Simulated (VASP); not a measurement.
Runs of VASP 6.6.1 on Sb. The structure is that of space group P6_3/mmc (No. 194), or close to it. The cells are those of the table. 

```tsv
task	cell	k mesh	cutoff (eV)	gap on the mesh (eV)	pressure (GPa)
single point	a = 3.296, b = 3.296, c = 5.449 Å, angles 90.0, 90.0, 120.0°, 2 atoms	11 × 11 × 6	520	none	0.1
single point	a = 3.339, b = 3.339, c = 5.521 Å, angles 90.0, 90.0, 120.0°, 2 atoms	12 × 12 × 7	520	none	-2.2
single point	a = 3.158, b = 3.158, c = 5.222 Å, angles 90.0, 90.0, 120.0°, 2 atoms	12 × 12 × 7	520	none	12.7
single point	a = 3.296, b = 3.296, c = 5.449 Å, angles 90.0, 90.0, 120.0°, 2 atoms	18 × 18 × 10	520	none	0.3
single point	a = 3.251, b = 3.251, c = 5.375 Å, angles 90.0, 90.0, 120.0°, 2 atoms	12 × 12 × 7	520	none	3.6
single point	a = 3.205, b = 3.205, c = 5.300 Å, angles 90.0, 90.0, 120.0°, 2 atoms	12 × 12 × 7	520	none	(c)
relaxation of cell and atoms	relaxed from a = 3.375, b = 3.375, c = 5.511 Å, angles 90.0, 90.0, 120.0°, 2 atoms	11 × 11 × 6	600	none	0.0
single point	a = 3.423, b = 3.423, c = 5.659 Å, angles 90.0, 90.0, 120.0°, 2 atoms	12 × 12 × 7	520	none	-6.0
single point	a = 3.296, b = 3.296, c = 5.449 Å, angles 90.0, 90.0, 120.0°, 2 atoms	12 × 12 × 7	520	none	(b)
single point	a = 3.381, b = 3.381, c = 5.591 Å, angles 90.0, 90.0, 120.0°, 2 atoms	12 × 12 × 7	520	none	(a)
```

Alike in all rows: level LDA; potentials or basis VASP PAW LDA potentials, release 64 (Sb); no spin polarisation; smearing fermi-dirac 0.1 eV.

Task: Fill in the values left out.

Result: (a) -4.3; (b) 0.4; (c) 7.6.

Caveats: spin-orbit coupling is left out, which moves the levels of the heavy elements.

A k mesh can miss the band edges, and the runs leave out spin-orbit coupling on Sb.

A gap of «none» marks levels without a gap at the run's occupations.
